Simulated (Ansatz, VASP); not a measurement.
**W: VASP beside Ansatz**

```
W
1.0
    -1.59982    1.59982    1.59982
     1.59982   -1.59982    1.59982
     1.59982    1.59982   -1.59982
W
1
Direct
  0.00000 0.00000 0.00000
```

Alike in both runs: task single point; functional r2SCAN; k mesh 15 × 15 × 15; occupations gaussian, width 0.0887 eV; no spin polarisation.

```csv
,VASP,Ansatz
version,VASP 6.6.1,Ansatz 0.2.0
potentials or method,"VASP PAW PBE potentials, release 64 (W_sv), cutoff 520 eV",PAW plane waves
valence electrons in the cell,14,14
```

Ansatz gave:

| Property | Result |
| --- | --- |
| pressure (GPa) | -8.9 |

Problem. What did VASP give for the same quantities?

Solution. Pressure (GPa): -7.8.

VASP's potentials were made for PBE, not for r2SCAN.

Neither program's run includes spin-orbit coupling.
